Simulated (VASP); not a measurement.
# Te (Im-3m) in VASP: further runs, part 2 of 2

VASP 6.6.1.

## Step 4: Single point, PBEsol

This run uses another cell than the first one, of 27.06 Å³/atom.

Input file INCAR:

```
SYSTEM = Te
ALGO     = Normal         ! electronic algorithm
EDIFF    = 1E-7           ! SCF threshold, eV
ENCUT    = 520            ! plane-wave cutoff, eV
GGA      = PS             ! functional
ISIF     = 2              ! what is computed and relaxed
ISMEAR   = -1             ! smearing method
LASPH    = .True.         ! aspherical terms in the spheres
LCHARG   = .False.        ! write CHGCAR
LREAL    = .False.        ! projectors in reciprocal space
LWAVE    = .False.        ! write WAVECAR
NBANDS   = 9              ! bands
NELM     = 100            ! most SCF steps
PREC     = Accurate       ! precision mode
SIGMA    = 0.05           ! smearing width, eV
```

Input file KPOINTS:

```
k-points
0
Gamma
  15 15 15
  0 0 0
```

Input file POSCAR:

```
Te
1.0
   -1.8912685031      1.8912685031      1.8912685031
    1.8912685031     -1.8912685031      1.8912685031
    1.8912685031      1.8912685031     -1.8912685031
Te
1
Direct
    0.0000000000      0.0000000000      0.0000000000
```

Potentials or basis: VASP PAW PBE potentials, release 64 (Te).

Started as:

```
$ cat potpaw_PBE.64/Te/POTCAR > POTCAR
$ mpirun -np 1 vasp_std > vasp.out
```

OUTCAR:

```text
SYSTEM = Te
   EDIFF = 1E-7
   ENCUT = 520
   GGA = PS
   ISIF = 2
   ISMEAR = -1
   LASPH = .True.
   LREAL = .False.
   NELM = 100
   PREC = Accurate

 ion  position               nearest neighbor table
   1  0.000  0.000  0.000-

  LATTYP: Found a body centered cubic cell.
 ALAT       =     3.7825370062

  Lattice vectors:

 A1 = (  -1.8912685031,   1.8912685031,   1.8912685031)
 A2 = (   1.8912685031,  -1.8912685031,   1.8912685031)
 A3 = (   1.8912685031,   1.8912685031,  -1.8912685031)

Analysis of symmetry for initial positions (statically):
=====================================================================
 Subroutine PRICEL returns:
 Original cell was already a primitive cell.

 Routine SETGRP: Setting up the symmetry group for a
 body centered cubic supercell.

 Subroutine GETGRP returns: Found 48 space group operations
 (whereof 48 operations were pure point group operations)
 out of a pool of 48 trial point group operations.

The static configuration has the point symmetry O_h .

Analysis of symmetry for dynamics (positions and initial velocities):
=====================================================================
 Subroutine PRICEL returns:
 Original cell was already a primitive cell.

 Routine SETGRP: Setting up the symmetry group for a
 body centered cubic supercell.

 Subroutine GETGRP returns: Found 48 space group operations
 (whereof 48 operations were pure point group operations)
 out of a pool of 48 trial point group operations.

The dynamic configuration has the point symmetry O_h .

 Subroutine INISYM returns: Found 48 space group operations
 (whereof 48 operations are pure point group operations),
 and found     1 'primitive' translations

----------------------------------------------------------------------------------------

                                     Primitive cell

  volume of cell :      27.0595

  direct lattice vectors                    reciprocal lattice vectors
    -1.891268503  1.891268503  1.891268503     0.000000000  0.264372827  0.264372827
     1.891268503 -1.891268503  1.891268503     0.264372827  0.000000000  0.264372827
     1.891268503  1.891268503 -1.891268503     0.264372827  0.264372827  0.000000000

  length of vectors
     3.275773138  3.275773138  3.275773138     0.373879637  0.373879637  0.373879637

  position of ions in fractional coordinates (direct lattice)
     0.000000000  0.000000000  0.000000000

  ion indices of the primitive-cell ions
   primitive index   ion index
                 1           1

----------------------------------------------------------------------------------------

 KPOINTS: k-points

Automatic generation of k-mesh.
 Grid dimensions read from file:
 generate k-points for:   15   15   15

 Generating k-lattice:

  Cartesian coordinates                     Fractional coordinates (reciprocal lattice)
     0.000000000  0.017624855  0.017624855     0.066666667  0.000000000  0.000000000
     0.017624855  0.000000000  0.017624855     0.000000000  0.066666667  0.000000000
     0.017624855  0.017624855  0.000000000     0.000000000  0.000000000  0.066666667

  Length of vectors
     0.024925309  0.024925309  0.024925309

  Shift w.r.t. Gamma in fractional coordinates (k-lattice)
     0.000000000  0.000000000  0.000000000

 Subroutine IBZKPT returns following result:
 ===========================================

 Found    120 irreducible k-points:

 Following reciprocal coordinates:
            Coordinates               Weight
  0.000000  0.000000  0.000000      1.000000
  0.066667  0.000000  0.000000     12.000000
  0.133333  0.000000  0.000000     12.000000
  0.200000  0.000000  0.000000     12.000000
  0.266667  0.000000  0.000000     12.000000
  0.333333  0.000000  0.000000     12.000000
[... 16 lines left out ...]
  0.333333  0.200000 -0.000000     48.000000
  0.400000  0.200000  0.000000     24.000000
 [... further k-points ...]
   k-points           NKPTS =    120   k-points in BZ     NKDIM =    120   number of bands    NBANDS=      9
   number of dos      NEDOS =    301   number of ions     NIONS =      1
   total plane-waves  NPLWV =  13824
   dimension x,y,z NGX =    24 NGY =   24 NGZ =   24
   dimension x,y,z NGXF=    48 NGYF=   48 NGZF=   48
   ions per type =               1
   NGX,Y,Z   is equivalent  to a cutoff of  12.18, 12.18, 12.18 a.u.
   NGXF,Y,Z  is equivalent  to a cutoff of  24.36, 24.36, 24.36 a.u.
 SYSTEM =  Te
   PREC   = accura    normal or accurate (medium, high low for compatibility)
   ISTART =      0    job   : 0-new  1-cont  2-samecut
   ICHARG =      2    charge: 1-file 2-atom 10-const
   ISPIN  =      1    spin polarized calculation?
   LNONCOLLINEAR =      F non collinear calculations
   LSORBIT =      F    spin-orbit coupling
   LASPH  =      T    aspherical Exc in radial PAW
   ENCUT  =  520.0 eV  38.22 Ry    6.18 a.u.   6.09  6.09  6.09*2*pi/ulx,y,z
   NELM   =    100;   NELMIN=  2; NELMDL= -5     # of ELM steps
   EDIFF  = 0.1E-06   stopping-criterion for ELM
   LREAL  =      F    real-space projection
   EDIFFG = 0.1E-05   stopping-criterion for IOM
   NSW    =      0    number of steps for IOM
   IBRION =     -1    ionic relax: 0-MD 1-quasi-New 2-CG
   NFREE  =      0    steps in history (QN), initial steepest desc. (CG)
   ISIF   =      2    stress and relaxation
   ISYM   =      2    0-nonsym 1-usesym 2-fastsym
   POTIM  = 0.5000    time-step for ionic-motion
   TEBEG  =    0.0;   TEEND  =   0.0 temperature during run
   PSTRESS=    0.0 pullay stress
   NELECT =       6.0000    total number of electrons
   NUPDOWN=      -1.0000    fix difference up-down
   EMIN   =  10.00;   EMAX   =-10.00  energy-range for DOS
   EFERMI =   0.00;   METHOD = LEGACY
   ISMEAR =    -1;   SIGMA  =   0.05  broadening in eV -4-tet -1-fermi 0-gaus
   EFERMI_NEDOS =   21; number of points for ismear=-14 and -15
   IALGO  =     38    algorithm
   IMIX   =      4    mixing-type and parameters
     AMIX     =   0.40;   BMIX     =  1.00
     AMIX_MAG =   1.60;   BMIX_MAG =  1.00
  volume/ion in A,a.u.               =      27.06       182.61
  Fermi-wavevector in a.u.,A,eV,Ry     =   0.990875  1.872482 13.358644  0.981833
  Thomas-Fermi vector in A             =   2.122576
   LORBIT       =      0    0 simple, 1 ext, 2 COOP (PROOUT), +10 PAW based schemes
   GGA     = PS    functional components
   LHFCALC =     F    Hartree Fock is set to
   AEXX    =    0.0000 exact exchange contribution
   IVDW    =     0    specifies the selected vdW correction
   LEPSILON=     F    determine dielectric tensor
   LRPA    =     F    only Hartree local field effects (RPA)
 non-spin polarized calculation
  energy-cutoff  :      520.00
  volume of cell :       27.06
 maximum number of plane-waves:       740
   NGX = 13   NGY = 13   NGZ = 13

 number of electron       5.9999999 magnetization

 Free energy of the ion-electron system (eV)
  ---------------------------------------------------
  ext. energy  EPLUGINS =         0.00000000
  ---------------------------------------------------
  free energy    TOTEN  =        -3.29456934 eV

  energy without entropy =       -3.28560097  energy(sigma->0) =       -3.29008515

 E-fermi :   8.4494     XC(G=0): -10.4156

 val. band max:        8.4384449003   @ k =  -0.2667   0.2667   0.2000
 cond. band min:       8.4494805312   @ k =  -0.2667   0.3333   0.0667
 fundamental gap:      0.0110356310
 Fermi energy:         8.4493783742

 k-point     1 :       0.0000    0.0000    0.0000
  band No.  band energies     occupation
      1      -5.8690      2.00000
      2      11.6872      0.00000
      3      11.6872      0.00000
      4      11.6872      0.00000
      5      18.4423      0.00000
      6      18.4423      0.00000
      7      18.4423      0.00000
      8      18.7754      0.00000
      9      20.2925      0.00000

 k-point     2 :       0.0667    0.0000    0.0000
  band No.  band energies     occupation
      1      -5.7832      2.00000
      2      11.0614      0.00000
      3      11.4585      0.00000
      4      11.6391      0.00000
      5      17.9377      0.00000
      6      17.9479      0.00000
      7      18.8096      0.00000
      8      19.2742      0.00000
      9      19.6998      0.00000
[... 253 lines left out ...]
 k-point    24 :       0.4000    0.2000    0.0000
  band No.  band energies     occupation
      1      -2.2034      2.00000
      2       2.7494      2.00000
      3       5.8984      2.00000
      4       9.5331      0.00000
      5      15.4269      0.00000
      6      18.0137      0.00000
      7      20.3920      0.00000
      8      20.5389      0.00000
      9      26.0814      0.00000

 [... further k-points ...]

------------------------ aborting loop because EDIFF is reached ----------------------------------------

  FORCE on cell =-STRESS in cart. coord.  units (eV):
  Direction    XX          YY          ZZ          XY          YZ          ZX
  --------------------------------------------------------------------------------------
  -------------------------------------------------------------------------------------
  Total       -0.0009161     -0.0009161     -0.0009161      0.0000000     -0.0000000      0.0000000
  in kB       -0.0542426     -0.0542426     -0.0542426      0.0000000     -0.0000000      0.0000000
  external PRESSURE =      -0.0542426 kB  Pullay stress =       0.0000000 kB

 VOLUME and BASIS-vectors are now :
 -----------------------------------------------------------------------------
  energy-cutoff  :      520.00
  volume of cell :       27.06
      direct lattice vectors                 reciprocal lattice vectors
    -1.891268503  1.891268503  1.891268503     0.000000000  0.264372827  0.264372827
     1.891268503 -1.891268503  1.891268503     0.264372827  0.000000000  0.264372827
     1.891268503  1.891268503 -1.891268503     0.264372827  0.264372827  0.000000000

 POSITION                                       TOTAL-FORCE (eV/Angst)
 -----------------------------------------------------------------------------------
      0.00000      0.00000      0.00000         0.000000     -0.000000      0.000000
 -----------------------------------------------------------------------------------
    total drift:                                0.000000     -0.000000      0.000000

  FREE ENERGIE OF THE ION-ELECTRON SYSTEM (eV)
  ---------------------------------------------------
  free  energy   TOTEN  =        -3.2945693433 eV

  energy  without entropy=       -3.2856009655  energy(sigma->0) =       -3.29008515
```

Run time: 9 s. Hardware: 1 thread of Intel Xeon Platinum 8488C (Sapphire Rapids), shared host; peak memory 0.15 GiB.

Results:

```
Free energy            : -3.2946 eV
Pressure               : 0.0 GPa
Band gap on the k mesh : zero (bands 3 and 4 overlap by 6.34 eV)
```

Levels at points of the mesh, in eV from the Fermi level:
```tsv
k point	band 1	band 2	band 3	band 4	band 5	band 6	band 7	band 8
(0.00, 0.00, 0.00)	-14.32	3.24	3.24	3.24	9.99	9.99	9.99	10.33
```

Caveat: the PAW data sets were made with another functional, which shifts forces and pressure a little; spin-orbit coupling is left out, which moves the levels of the heavy elements.

## Step 5: Relaxation of cell and atoms, PBEsol

This run uses another cell than the first one, of 29.00 Å³/atom.

Input file INCAR:

```
PREC = Accurate ; ENCUT = 600
EDIFF = 1E-6 ; ISMEAR = -1
SIGMA = 0.05 ; LREAL = F
LASPH = T ; NELM = 100
ALGO = Normal ; ISIF = 3
LWAVE = F ; LCHARG = F
GGA = PS ; IBRION = 2
NSW = 60 ; EDIFFG = -0.005
```

Input file KPOINTS:

```
Automatic mesh
0
Gamma
  15 15 15
```

Input file POSCAR:

```
Te
1.0
   -1.9354383203      1.9354383203      1.9354383203
    1.9354383203     -1.9354383203      1.9354383203
    1.9354383203      1.9354383203     -1.9354383203
Te
1
Direct
    0.0000000000      0.0000000000      0.0000000000
```

Started as:

```
$ cat potpaw_PBE.64/Te/POTCAR > POTCAR
$ mpirun -np 1 vasp_std > vasp.out
```

It took 26 s on 1 thread of Intel Xeon Platinum 8488C (Sapphire Rapids), shared host; peak memory 0.18 GiB.

It converged, with:

| Quantity | Value |
| --- | --- |
| Free energy | -3.2946 eV |
| Relaxed volume | 27.06 Å³/atom |
| Relaxed cell | a = 3.276 Å, b = 3.276 Å, c = 3.276 Å, α = 109.47°, β = 109.47°, γ = 109.47° |
| Space group after relaxing (to 0.1 Å) | Im-3m (No. 229) |
| Energy gained by relaxing | 24.5 meV/atom |
| Ionic steps | 3 |
| Pressure after relaxing | 0.0 GPa |
| Band gap on the k mesh | zero (bands 3 and 4 overlap by 6.34 eV) |

The path:
```csv
step,energy change (eV),largest force (eV/Å),pressure (GPa),volume (Å³)
1,0.0000,0.0000,-3.78,29.00
2,-0.0190,0.0000,2.18,26.22
3,-0.0245,0.0000,0.00,27.06
```

Final structure:
```xyz
1
Lattice="-1.8912 1.8912 1.8912 1.8912 -1.8912 1.8912 1.8912 1.8912 -1.8912" Properties=species:S:1:pos:R:3 pbc="T T T"
Te    0.0000    0.0000    0.0000
```

Levels at points of the mesh, in eV from the Fermi level:
| k point | band 1 | band 2 | band 3 | band 4 | band 5 | band 6 | band 7 |
| --- | --- | --- | --- | --- | --- | --- | --- |
| (0.00, 0.00, 0.00) | -14.32 | 3.24 | 3.24 | 3.24 | 9.99 | 9.99 | 10.33 |

Caveat: the PAW data sets were made with another functional, which shifts forces and pressure a little; spin-orbit coupling is left out, which moves the levels of the heavy elements.

## Step 6: Summary

```csv
task,cell,cutoff (eV),gap on the mesh (eV),pressure (GPa)
single point,"a = 3.220 Å, angles 109.5°, 1 atom",520,none,3.7
single point,"a = 3.276 Å, angles 109.5°, 1 atom",520,none,0.0
relaxation of cell and atoms,"relaxed from a = 3.352 Å, angles 109.5°, 1 atom",600,none,0.0
```

Alike in all rows: level PBEsol; potentials or basis VASP PAW PBE potentials, release 64 (Te); no spin polarisation; k mesh 15 × 15 × 15; smearing fermi-dirac 0.05 eV.

Caveats: the PAW data sets were made with another functional, which shifts forces and pressure a little; spin-orbit coupling is left out, which moves the levels of the heavy elements; the cell stands under pressure (at least some runs).

Total energies depend on the potentials used, so only differences within one code and one set of settings carry meaning.
